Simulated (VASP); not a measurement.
# MgO (P6_3mc) in VASP: a series of runs

Aim: see how the results for MgO move with the level of theory and the settings. Levels: PBEsol, r2SCAN. Tasks: single point.

Program: VASP 6.6.1. These are calculated values, not measurements. Logs are shortened: lines on timing, memory, paths and dates and some standing lists are left out, and cuts for length are marked.

### 1 The cell of the first run

Symmetry: P6_3mc, No. 186, hexagonal system. Conventional cell: a = 3.302 Å, b = 3.302 Å, c = 5.025 Å, α = 90.00°, β = 90.00°, γ = 120.00°. Mg (site symmetry 3m) has 4 O at 1.98 to 1.99 Å within 2.6 Å. O (site symmetry 3m) has 4 Mg at 1.98 to 1.99 Å within 2.6 Å.

### 2 Single point, PBEsol

Contents of INCAR:

```
PREC = Accurate
ENCUT = 520
EDIFF = 1E-6
ISMEAR = -1
SIGMA = 0.05
LREAL = False
LASPH = True
NELM = 100
ALGO = Normal
ISIF = 2
LWAVE = False
LCHARG = False
GGA = PS
NBANDS = 16
```

Contents of KPOINTS:

```
regular mesh
0
Gamma
  8 8 5
```

Contents of POSCAR:

```
MgO
1.0
    3.3019390000      0.0000000000      0.0000000000
   -1.6509700000      2.8595630000      0.0000000000
    0.0000000000      0.0000000000      5.0248230000
Mg O
2 2
Direct
    0.6666670000      0.3333330000      0.4896460000
    0.3333330000      0.6666670000      0.9896460000
    0.3333330000      0.6666670000      0.3863540000
    0.6666670000      0.3333330000      0.8863540000
```

Potentials or basis: VASP PAW PBE potentials, release 64 (Mg, O).

The run is started by

```bash
$ cat potpaw_PBE.64/Mg/POTCAR potpaw_PBE.64/O/POTCAR > POTCAR
$ mpirun -np 1 vasp_std > vasp.out
```

OUTCAR:

```text
PREC = Accurate
   ENCUT = 520
   EDIFF = 1E-6
   ISMEAR = -1
   LREAL = False
   LASPH = True
   NELM = 100
   ISIF = 2
   GGA = PS

 ion  position               nearest neighbor table
   1  0.667  0.333  0.490-   3 1.98   3 1.98   3 1.98   4 1.99   2 3.15   2 3.15   2 3.15   2 3.15
                             2 3.15   2 3.15
   2  0.333  0.667  0.990-   4 1.98   4 1.98   4 1.98   3 1.99   1 3.15   1 3.15   1 3.15   1 3.15
                             1 3.15   1 3.15
   3  0.333  0.667  0.386-   1 1.98   1 1.98   1 1.98   2 1.99
   4  0.667  0.333  0.886-   2 1.98   2 1.98   2 1.98   1 1.99

  LATTYP: Found a hexagonal cell.
 ALAT       =     3.3019390000
 C/A-ratio  =     1.5217794756

  Lattice vectors:

 A1 = (   3.3019390000,   0.0000000000,   0.0000000000)
 A2 = (  -1.6509700000,   2.8595630000,   0.0000000000)
 A3 = (   0.0000000000,   0.0000000000,   5.0248230000)

Analysis of symmetry for initial positions (statically):
=====================================================================
 Subroutine PRICEL returns:
 Original cell was already a primitive cell.

 Routine SETGRP: Setting up the symmetry group for a
 hexagonal supercell.

 Subroutine GETGRP returns: Found 12 space group operations
 (whereof  6 operations were pure point group operations)
 out of a pool of 24 trial point group operations.

The static configuration has the point symmetry C_3v.
 The point group associated with its full space group is C_6v.

Analysis of symmetry for dynamics (positions and initial velocities):
=====================================================================
 Subroutine PRICEL returns:
 Original cell was already a primitive cell.

 Routine SETGRP: Setting up the symmetry group for a
 hexagonal supercell.

 Subroutine GETGRP returns: Found 12 space group operations
 (whereof  6 operations were pure point group operations)
 out of a pool of 24 trial point group operations.

The dynamic configuration has the point symmetry C_3v.
 The point group associated with its full space group is C_6v.

 Subroutine INISYM returns: Found 12 space group operations
 (whereof  6 operations are pure point group operations),
 and found     1 'primitive' translations

----------------------------------------------------------------------------------------

                                     Primitive cell

  volume of cell :      47.4449

  direct lattice vectors                    reciprocal lattice vectors
     3.301939000  0.000000000  0.000000000     0.302852354  0.174851945  0.000000000
[... 89 lines left out ...]
   NELM   =    100;   NELMIN=  2; NELMDL= -5     # of ELM steps
   EDIFF  = 0.1E-05   stopping-criterion for ELM
   LREAL  =      F    real-space projection
   EDIFFG = 0.1E-04   stopping-criterion for IOM
   NSW    =      0    number of steps for IOM
   IBRION =     -1    ionic relax: 0-MD 1-quasi-New 2-CG
   NFREE  =      0    steps in history (QN), initial steepest desc. (CG)
   ISIF   =      2    stress and relaxation
   ISYM   =      2    0-nonsym 1-usesym 2-fastsym
   POTIM  = 0.5000    time-step for ionic-motion
   TEBEG  =    0.0;   TEEND  =   0.0 temperature during run
   PSTRESS=    0.0 pullay stress
   NELECT =      16.0000    total number of electrons
   NUPDOWN=      -1.0000    fix difference up-down
   EMIN   =  10.00;   EMAX   =-10.00  energy-range for DOS
   EFERMI =   0.00;   METHOD = LEGACY
   ISMEAR =    -1;   SIGMA  =   0.05  broadening in eV -4-tet -1-fermi 0-gaus
   EFERMI_NEDOS =   21; number of points for ismear=-14 and -15
   IALGO  =     38    algorithm
   IMIX   =      4    mixing-type and parameters
     AMIX     =   0.40;   BMIX     =  1.00
     AMIX_MAG =   1.60;   BMIX_MAG =  1.00
  volume/ion in A,a.u.               =      11.86        80.04
  Fermi-wavevector in a.u.,A,eV,Ry     =   1.139510  2.153363 17.666950  1.298484
  Thomas-Fermi vector in A             =   2.276214
   LORBIT       =      0    0 simple, 1 ext, 2 COOP (PROOUT), +10 PAW based schemes
   GGA     = PS    functional components
   LHFCALC =     F    Hartree Fock is set to
   AEXX    =    0.0000 exact exchange contribution
   IVDW    =     0    specifies the selected vdW correction
   LEPSILON=     F    determine dielectric tensor
   LRPA    =     F    only Hartree local field effects (RPA)
 non-spin polarized calculation
  energy-cutoff  :      520.00
  volume of cell :       47.44
 maximum number of plane-waves:      1288
 NGX is ok and might be reduce to    28
   NGX = 13   NGY = 13   NGZ = 19

 number of electron      15.9999997 magnetization

 Free energy of the ion-electron system (eV)
  ---------------------------------------------------
  ext. energy  EPLUGINS =         0.00000000
  ---------------------------------------------------
  free energy    TOTEN  =       -24.55048234 eV

  energy without entropy =      -24.55048234  energy(sigma->0) =      -24.55048234

 E-fermi :   1.9306     XC(G=0):  -9.9571

 val. band max:        0.9626869607   @ k =   0.0000   0.0000   0.0000
 cond. band min:       4.3233324408   @ k =   0.0000   0.0000   0.0000
 fundamental gap:      3.3606454801
 Fermi energy:         1.9305798206

 k-point     1 :       0.0000    0.0000    0.0000
  band No.  band energies     occupation
      1     -15.1777      2.00000
      2     -14.3721      2.00000
      3      -2.3337      2.00000
      4       0.2409      2.00000
      5       0.2409      2.00000
      6       0.5669      2.00000
[... 433 lines left out ...]
      3      -2.0659      2.00000
      4      -1.8519      2.00000
      5      -0.0456      2.00000
      6       0.0035      2.00000
[... 8 lines left out ...]
     15      15.7205      0.00000
     16      16.2147      0.00000

 [... further k-points ...]
[... 5 lines left out ...]
  --------------------------------------------------------------------------------------
  -------------------------------------------------------------------------------------
  Total       -0.0914558     -0.0914558     -0.0828423      0.0000000      0.0000000      0.0000000
  in kB       -3.0883929     -3.0883928     -2.7975197      0.0000005      0.0000000      0.0000000
  external PRESSURE =      -2.9914351 kB  Pullay stress =       0.0000000 kB

 VOLUME and BASIS-vectors are now :
 -----------------------------------------------------------------------------
  energy-cutoff  :      520.00
  volume of cell :       47.44
      direct lattice vectors                 reciprocal lattice vectors
     3.301939000  0.000000000  0.000000000     0.302852354  0.174851945  0.000000000
    -1.650970000  2.859563000  0.000000000     0.000000000  0.349703783  0.000000000
     0.000000000  0.000000000  5.024823000     0.000000000  0.000000000  0.199011985

 POSITION                                       TOTAL-FORCE (eV/Angst)
 -----------------------------------------------------------------------------------
      1.65097      0.95319      2.46038         0.000000      0.000000     -0.000814
     -0.00000      1.90638      4.97280         0.000000      0.000000     -0.000814
     -0.00000      1.90638      1.94136         0.000000     -0.000000      0.000814
      1.65097      0.95319      4.45377        -0.000000      0.000000      0.000814
 -----------------------------------------------------------------------------------
    total drift:                               -0.001682      0.000971      0.001477

  FREE ENERGIE OF THE ION-ELECTRON SYSTEM (eV)
  ---------------------------------------------------
  free  energy   TOTEN  =       -24.5504823430 eV

  energy  without entropy=      -24.5504823429  energy(sigma->0) =      -24.55048234
```

Wall time 20 s (1 thread of Intel Xeon 6975P-C, shared host); peak memory 0.18 GiB.

Results:

| Property | Result |
| --- | --- |
| Free energy | -24.5505 eV |
| Pressure | -0.3 GPa |
| Band gap on the k mesh | 3.36 eV, direct |

Caveat: the PAW data sets were made with another functional, which shifts forces and pressure a little. A hybrid or GW would open this gap; PBEsol tends to underestimate it.

### 3 Single point, r2SCAN

POSCAR is that of step 2.

Contents of INCAR.step1:

```
PREC = Accurate
ENCUT = 520
ISMEAR = -1
SIGMA = 0.05
LREAL = F
LASPH = T
NELM = 60
NBANDS = 16
GGA = PE
ALGO = Normal
EDIFF = 1E-4
LWAVE = T
LCHARG = F
```

Contents of INCAR.step2:

```
PREC = Accurate
ENCUT = 520
EDIFF = 1E-7
ISMEAR = -1
SIGMA = 0.05
LREAL = F
LASPH = T
NELM = 60
ALGO = Normal
ISIF = 2
LWAVE = F
LCHARG = F
METAGGA = R2SCAN
LMIXTAU = T
NBANDS = 16
ISTART = 1
```

Contents of KPOINTS:

```
Automatic mesh
0
Gamma
  8 8 5
```

Potentials or basis: VASP PAW PBE potentials, release 64 (Mg, O).

The run is started by

```bash
$ cat potpaw_PBE.64/Mg/POTCAR potpaw_PBE.64/O/POTCAR > POTCAR
$ cp INCAR.step1 INCAR
$ mpirun -np 1 vasp_std > vasp.out
$ cp INCAR.step2 INCAR
$ mpirun -np 1 vasp_std > vasp.out
```

OUTCAR:

```text
PREC = Accurate
   ENCUT = 520
   EDIFF = 1E-7
   ISMEAR = -1
   LREAL = F
   LASPH = T
   NELM = 60
   ISIF = 2
   METAGGA = R2SCAN
   ISTART = 1

 ion  position               nearest neighbor table
   1  0.667  0.333  0.490-   3 1.98   3 1.98   3 1.98   4 1.99   2 3.15   2 3.15   2 3.15   2 3.15
                             2 3.15   2 3.15
   2  0.333  0.667  0.990-   4 1.98   4 1.98   4 1.98   3 1.99   1 3.15   1 3.15   1 3.15   1 3.15
                             1 3.15   1 3.15
   3  0.333  0.667  0.386-   1 1.98   1 1.98   1 1.98   2 1.99
   4  0.667  0.333  0.886-   2 1.98   2 1.98   2 1.98   1 1.99

  LATTYP: Found a hexagonal cell.
 ALAT       =     3.3019390000
 C/A-ratio  =     1.5217794756

  Lattice vectors:

 A1 = (   3.3019390000,   0.0000000000,   0.0000000000)
 A2 = (  -1.6509700000,   2.8595630000,   0.0000000000)
 A3 = (   0.0000000000,   0.0000000000,   5.0248230000)

Analysis of symmetry for initial positions (statically):
=====================================================================
 Subroutine PRICEL returns:
 Original cell was already a primitive cell.

 Routine SETGRP: Setting up the symmetry group for a
 hexagonal supercell.

 Subroutine GETGRP returns: Found 12 space group operations
 (whereof  6 operations were pure point group operations)
 out of a pool of 24 trial point group operations.

The static configuration has the point symmetry C_3v.
 The point group associated with its full space group is C_6v.

Analysis of symmetry for dynamics (positions and initial velocities):
=====================================================================
 Subroutine PRICEL returns:
 Original cell was already a primitive cell.

 Routine SETGRP: Setting up the symmetry group for a
 hexagonal supercell.

 Subroutine GETGRP returns: Found 12 space group operations
 (whereof  6 operations were pure point group operations)
 out of a pool of 24 trial point group operations.

The dynamic configuration has the point symmetry C_3v.
 The point group associated with its full space group is C_6v.

[... 118 lines left out ...]
   EFERMI_NEDOS =   21; number of points for ismear=-14 and -15
   IALGO  =     38    algorithm
   IMIX   =      4    mixing-type and parameters
     AMIX     =   0.40;   BMIX     =  1.00
     AMIX_MAG =   1.60;   BMIX_MAG =  1.00
  volume/ion in A,a.u.               =      11.86        80.04
  Fermi-wavevector in a.u.,A,eV,Ry     =   1.139510  2.153363 17.666950  1.298484
  Thomas-Fermi vector in A             =   2.276214
   LORBIT       =      0    0 simple, 1 ext, 2 COOP (PROOUT), +10 PAW based schemes
   METAGGA = R2SCAN    functional components
   LHFCALC =     F    Hartree Fock is set to
   AEXX    =    0.0000 exact exchange contribution
   IVDW    =     0    specifies the selected vdW correction
   LEPSILON=     F    determine dielectric tensor
   LRPA    =     F    only Hartree local field effects (RPA)
 non-spin polarized calculation
  energy-cutoff  :      520.00
  volume of cell :       47.44
 maximum number of plane-waves:      1288
 NGX is ok and might be reduce to    28
   NGX = 13   NGY = 13   NGZ = 19

 number of electron      15.9999997 magnetization

 Free energy of the ion-electron system (eV)
  ---------------------------------------------------
  ext. energy  EPLUGINS =         0.00000000
  ---------------------------------------------------
  free energy    TOTEN  =       -31.85343830 eV

  energy without entropy =      -31.85343830  energy(sigma->0) =      -31.85343830

 E-fermi :   1.6547     XC(G=0): -10.1751

 val. band max:        0.6667034035   @ k =   0.0000   0.0000   0.0000
 cond. band min:       4.8113913341   @ k =   0.0000   0.0000   0.0000
 fundamental gap:      4.1446879306
 Fermi energy:         1.6546601150

 k-point     1 :       0.0000    0.0000    0.0000
  band No.  band energies     occupation
      1     -16.4913      2.00000
      2     -15.7305      2.00000
      3      -2.5741      2.00000
      4      -0.0627      2.00000
      5      -0.0627      2.00000
      6       0.2607      2.00000
[... 433 lines left out ...]
      3      -2.3074      2.00000
      4      -2.0941      2.00000
      5      -0.3317      2.00000
      6      -0.2974      2.00000
[... 8 lines left out ...]
     15      16.5490      0.00000
     16      17.0913      0.00000

 [... further k-points ...]
[... 5 lines left out ...]
  --------------------------------------------------------------------------------------
  -------------------------------------------------------------------------------------
  Total       -0.4756650     -0.4756650     -0.3737945      0.0000001     -0.0000000      0.0000000
  in kB      -16.0628380    -16.0628374    -12.6227523      0.0000028     -0.0000000      0.0000000
  external PRESSURE =     -14.9161426 kB  Pullay stress =       0.0000000 kB

 VOLUME and BASIS-vectors are now :
 -----------------------------------------------------------------------------
  energy-cutoff  :      520.00
  volume of cell :       47.44
      direct lattice vectors                 reciprocal lattice vectors
     3.301939000  0.000000000  0.000000000     0.302852354  0.174851945  0.000000000
    -1.650970000  2.859563000  0.000000000     0.000000000  0.349703783  0.000000000
     0.000000000  0.000000000  5.024823000     0.000000000  0.000000000  0.199011985

 POSITION                                       TOTAL-FORCE (eV/Angst)
 -----------------------------------------------------------------------------------
      1.65097      0.95319      2.46038         0.000000      0.000000      0.016752
     -0.00000      1.90638      4.97280        -0.000000     -0.000000      0.016752
     -0.00000      1.90638      1.94136        -0.000000      0.000000     -0.016752
      1.65097      0.95319      4.45377         0.000000     -0.000000     -0.016752
 -----------------------------------------------------------------------------------
    total drift:                               -0.001691      0.000976     -0.004557

  FREE ENERGIE OF THE ION-ELECTRON SYSTEM (eV)
  ---------------------------------------------------
  free  energy   TOTEN  =       -31.8534383014 eV

  energy  without entropy=      -31.8534383013  energy(sigma->0) =      -31.85343830
```

OUTCAR.step1:

```text
PREC = Accurate
   ENCUT = 520
   ISMEAR = -1
   LREAL = F
   LASPH = T
[... 688 lines left out ...]
      1.65097      0.95319      2.46038        -0.000000      0.000000     -0.001124
     -0.00000      1.90638      4.97280         0.000000     -0.000000     -0.001124
     -0.00000      1.90638      1.94136         0.000000      0.000000      0.001124
      1.65097      0.95319      4.45377         0.000000      0.000000      0.001124
 -----------------------------------------------------------------------------------
    total drift:                               -0.001690      0.000976     -0.001683

  FREE ENERGIE OF THE ION-ELECTRON SYSTEM (eV)
  ---------------------------------------------------
  free  energy   TOTEN  =       -23.5247957106 eV

  energy  without entropy=      -23.5247957105  energy(sigma->0) =      -23.52479571
```

OSZICAR.step1:

```text
N       E                     dE             d eps       ncg     rms          rms(c)
DAV:   1     0.597341785340E+02    0.59734E+02   -0.75588E+03   968   0.883E+02
DAV:   2    -0.238887297054E+02   -0.83623E+02   -0.76437E+02  1320   0.194E+02
DAV:   3    -0.277807363073E+02   -0.38920E+01   -0.38823E+01  1112   0.434E+01
DAV:   4    -0.277965618441E+02   -0.15826E-01   -0.15825E-01  1216   0.327E+00
DAV:   5    -0.277966415132E+02   -0.79669E-04   -0.79669E-04  1112   0.221E-01    0.117E+01
DAV:   6    -0.235794815560E+02    0.42172E+01   -0.12268E+01   960   0.262E+01    0.387E+00
DAV:   7    -0.235309394247E+02    0.48542E-01   -0.16923E-01   960   0.329E+00    0.220E+00
DAV:   8    -0.235264425879E+02    0.44968E-02   -0.96495E-02   992   0.338E+00    0.505E-01
DAV:   9    -0.235240123461E+02    0.24302E-02   -0.31549E-03  1224   0.516E-01    0.174E-01
DAV:  10    -0.235247736780E+02   -0.76133E-03   -0.15340E-03   992   0.253E-01    0.300E-02
DAV:  11    -0.235247957106E+02   -0.22033E-04   -0.14672E-05   576   0.272E-02
   1 F= -.23524796E+02 E0= -.23524796E+02  d E =-.791835E-10
```

It took 96 s on 1 thread of Intel Xeon 6975P-C, shared host; peak memory 0.19 GiB.

What came out:

* Free energy: -31.8534 eV
* Pressure: -1.5 GPa
* Largest force: 0.017 eV/Å
* Band gap on the k mesh: 4.14 eV, direct

Forces in eV/Å, atoms in the order of the input:
```
Mg   0.000  0.000  0.017
Mg   0.000  0.000  0.017
O    0.000  0.000 -0.017
O    0.000  0.000 -0.017
```

Caveat: the PAW data sets were made with another functional, which shifts forces and pressure a little. r2SCAN opens gaps a little over a GGA but as a rule still falls short of measured ones.
